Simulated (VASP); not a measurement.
Set up this calculation in VASP 6.6.1, as the native input.

| Quantity | Value |
| --- | --- |
| Task | single point |
| Functional | PBE |
| Potentials or basis | VASP PAW PBE potentials, release 64 (Nb_sv) |
| Cutoff | 520 eV |
| k mesh | 19 × 19 × 19 |
| Occupations | fermi-dirac, width 0.1 eV |
| Spin | no spin polarisation |
| Dipole correction | no |
| Further INCAR settings | ALGO = Normal; EDIFF = 1e-06; NBANDS = 12 |

The structure of Nb lies in POSCAR:

```
Nb
1.0
    0.0000000000      1.9764373494      1.9764373494
    1.9764373494      0.0000000000      1.9764373494
    1.9764373494      1.9764373494      0.0000000000
Nb
1
Direct
    0.0000000000      0.0000000000      0.0000000000
```

This isn't the form of Nb at room conditions, which is bcc.

These files were run (other wordings do the same):

INCAR

```
SYSTEM = Nb
PREC = Accurate
ENCUT = 520
EDIFF = 1E-6
ISMEAR = -1
SIGMA = 0.1
LREAL = .FALSE.
LASPH = .TRUE.
NELM = 100
ALGO = Normal
ISIF = 2
LWAVE = .FALSE.
LCHARG = .FALSE.
GGA = PE
NBANDS = 12
```

KPOINTS

```
Automatic mesh
0
G
  19 19 19
  0 0 0
```

Potentials or basis: VASP PAW PBE potentials, release 64 (Nb_sv).

The run is started by

```console
$ cat potpaw_PBE.64/Nb_sv/POTCAR > POTCAR
$ mpirun -np 1 vasp_std > vasp.out
```

Results of the run:

| Property | Result |
| --- | --- |
| Pressure | 44.6 GPa |
| Band gap on the k mesh | zero (an odd number of electrons rules out a gap without spin polarisation) |

Caveat: the cell stands under pressure.

It took 40 s on 1 thread of Intel Xeon 8259CL (shared host), peak memory 0.17 GiB.
